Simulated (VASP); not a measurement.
## GaN: single point with HSE06

GaN:

```
Ga N
1.0
     6.43724    0.00000    0.00000
    -3.21862    5.57482    0.00000
     0.00000    0.00000    5.24353
Ga N
8 8
Direct
  0.33433 0.16561 0.49866
  0.16561 0.33433 0.99866
  0.33433 0.66561 0.49866
  0.16561 0.83433 0.99866
  0.83433 0.16561 0.49866
  0.66561 0.33433 0.99866
  0.83433 0.66561 0.49866
  0.66561 0.83433 0.99866
  0.33261 0.16745 0.87634
  0.16745 0.33261 0.37634
  0.33261 0.66745 0.87634
  0.16745 0.83261 0.37634
  0.83261 0.16745 0.87634
  0.66745 0.33261 0.37634
  0.83261 0.66745 0.87634
  0.66745 0.83261 0.37634
```

| Quantity | Value |
| --- | --- |
| Program | VASP 6.6.1 |
| Task | single point |
| Functional | HSE06 |
| Potentials or basis | VASP PAW PBE potentials, release 64 (Ga_d, N) |
| Cutoff | 520 eV |
| k mesh | 1 × 1 × 2, shifted |
| Occupations | fermi-dirac, width 0.01 eV |
| Spin | no spin polarisation |
| Dipole correction | no |
| Grid for exact exchange (PRECFOCK) | Fast |
| Further INCAR settings | LREAL = Auto; ALGO = Normal; EDIFF = 1e-06; NBANDS = 86; ISYM = -1 |
| Share of exact exchange | 0.25 |
| Screening parameter | 0.2079 1/Å |

| Item | Value |
| --- | --- |
| Pressure | -7.7 GPa |
| Largest force | 0.022 eV/Å |
| Band gap on the k mesh | 6.00 eV |

Forces in eV/Å, atoms in the order of the input:
```
Ga  -0.016  0.010 -0.012
Ga   0.016 -0.009 -0.012
Ga  -0.016  0.010 -0.012
Ga   0.016 -0.009 -0.012
Ga  -0.016  0.010 -0.012
Ga   0.016 -0.009 -0.012
Ga  -0.016  0.010 -0.012
Ga   0.016 -0.009 -0.012
N   -0.011  0.006  0.012
N    0.011 -0.007  0.012
N   -0.011  0.006  0.012
N    0.011 -0.007  0.012
N   -0.011  0.006  0.012
N    0.011 -0.007  0.012
N   -0.011  0.006  0.012
N    0.011 -0.007  0.012
```

Stress tensor (GPa, compression positive):
```
 -7.48  -2.32   0.02
 -2.32 -10.16   0.04
  0.02   0.04  -5.54
```

Levels at points of the mesh, in eV from the valence-band top:
```csv
k point,band 70,band 71,band 72,band 73,band 74,band 75
"(0.25, 0.25, 0.12)",-0.56,-0.21,0.00,6.00,7.02,7.02
```

Run time: 20 min on 1 thread of AMD EPYC 7R13 (shared host), peak memory 0.46 GiB.

Caveat: the cell stands under tension; the PAW data sets were made with another functional, which shifts forces and pressure a little; a shifted mesh leaves out Γ, where band edges can lie. A k mesh can miss the band edges.
